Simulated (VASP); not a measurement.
Set up this calculation in VASP 6.6.1, as the native input.

```
Task                   : single point
Functional             : PBEsol
Potentials or basis    : VASP PAW PBE potentials, release 64 (Pb_d, Se)
Cutoff                 : 500 eV
k mesh                 : 4 × 4 × 4
Occupations            : gaussian, width 0.05 eV
Spin                   : no spin polarisation
Dipole correction      : no
Further INCAR settings : ALGO = Normal; EDIFF = 1e-06; NBANDS = 17
```

The structure of PbSe lies in POSCAR:

```
PbSe
1.0
    3.7843220000      0.0000000000      0.0000000000
    0.0000000000      3.7843220000      0.0000000000
    0.0000000000      0.0000000000      3.7843220000
Pb Se
1 1
Direct
    0.0000000000      0.0000000000      0.0000000000
    0.5000000000      0.5000000000      0.5000000000
```

One way to write it, as run:

INCAR

```
PREC     = Accurate       # precision mode
ENCUT    = 500            # plane-wave cutoff, eV
EDIFF    = 1E-6           # SCF threshold, eV
ISMEAR   = 0              # smearing method
SIGMA    = 0.05           # smearing width, eV
LREAL    = False          # projectors in reciprocal space
LASPH    = True           # aspherical terms in the spheres
NELM     = 120            # most SCF steps
ALGO     = Normal         # electronic algorithm
ISIF     = 2              # what is computed and relaxed
LWAVE    = False          # write WAVECAR
LCHARG   = False          # write CHGCAR
GGA      = PS             # functional
NBANDS   = 17             # bands
GGA_COMPAT= False
```

KPOINTS

```
Automatic mesh
0
Gamma
  4 4 4
```

Potentials or basis: VASP PAW PBE potentials, release 64 (Pb_d, Se).

Command:

```console
$ cat potpaw_PBE.64/Pb_d/POTCAR potpaw_PBE.64/Se/POTCAR > POTCAR
$ mpirun -np 1 vasp_std > vasp.out
```

It gave:

```yaml
Pressure: -2.5 GPa
Band_gap_on_the_k_mesh: zero (band 10 reaches 5.24 eV, above the bottom of band 11 at 4.53 eV)
```

Caveat: the k points lie up to 0.42 Å⁻¹ apart; the PAW data sets were made with another functional, which shifts forces and pressure a little; spin-orbit coupling is left out, which moves the levels of the heavy elements.

Run time: 15 s on 1 thread of Intel Xeon 8259CL, on a shared host, peak memory 0.15 GiB.
